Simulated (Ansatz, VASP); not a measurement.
## One calculation of Zn7S8, two programs

```
Zn S
1.0
     0.00000    5.44231   -5.44231
     5.44231    5.44231    0.00000
     5.44231    0.00000   -5.44231
Zn S
7 8
Cartesian
  -0.0100 -0.0037 -0.0264
  2.7705 5.4389 -2.7244
  -0.0102 2.6942 -2.7246
  5.4324 2.7416 -2.7247
  2.6514 -0.0035 -2.7248
  5.4323 5.4388 -5.4224
  2.7112 2.7177 -5.4458
  1.3292 1.3583 -1.3626
  4.0931 4.0770 -1.3626
  1.3569 4.0874 -4.0757
  4.0929 6.8006 -4.0866
  4.0655 1.3481 -4.0760
  6.7718 4.0768 -4.0869
  4.0654 4.0874 -6.8155
  6.7991 6.7903 -6.8156
```

Change from the starting cell: Zn vacancy (site a), charge +0, atoms relaxed at the host's cell.

Alike in both runs: functional PBE; k mesh 2 × 2 × 2; occupations gaussian, width 0.01 eV; collinear spin.

Ansatz relaxed the structure, and its values are those at the end. VASP's run is a single point on that final structure, the one shown.

|  | VASP | Ansatz |
| --- | --- | --- |
| version | VASP 6.6.1 | Ansatz 0.2.0 |
| potentials or method | VASP PAW PBE potentials, release 64 (Zn, S), cutoff 520 eV | scalar-relativistic, plane waves, PAW |
| valence electrons in the cell | 132 | 132 |

```csv
,VASP,Ansatz,Ansatz less VASP
gap on the k mesh at the Fermi level (eV),none,none,-
rms of the force components (eV/Å),0.006,0.001,-0.0049
net moment per atom (μB),0.08,0.08,0.000
```

A gap of «none» marks a metal or a gap that the smearing closes.

The k mesh is coarse, so the values compare programs but aren't converged.
